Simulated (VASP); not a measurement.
A run of VASP 6.6.1 is set up as follows.

INCAR

```
PREC = Accurate ; ENCUT = 520
EDIFF = 1E-6 ; ISMEAR = -1
SIGMA = 0.05 ; LREAL = F
LASPH = T ; NELM = 100
ALGO = Fast ; ISIF = 2
LWAVE = F ; LCHARG = T
GGA = PE ; LELF = T
LVHAR = T ; NBANDS = 12
```

The input KPOINTS:

```
Automatic mesh
0
Gamma
  12 12 12
```

The input POSCAR:

```
Tc
1.0
    0.0000000000      1.9756608374      1.9756608374
    1.9756608374      0.0000000000      1.9756608374
    1.9756608374      1.9756608374      0.0000000000
Tc
1
Direct
    0.0000000000      0.0000000000      0.0000000000
```

Potentials or basis: VASP PAW PBE potentials, release 64 (Tc_pv).

Run with:

```console
$ cat potpaw_PBE.64/Tc_pv/POTCAR > POTCAR
$ mpirun -np 1 vasp_std > vasp.out
```

Predict the pressure.

-16.5 GPa.
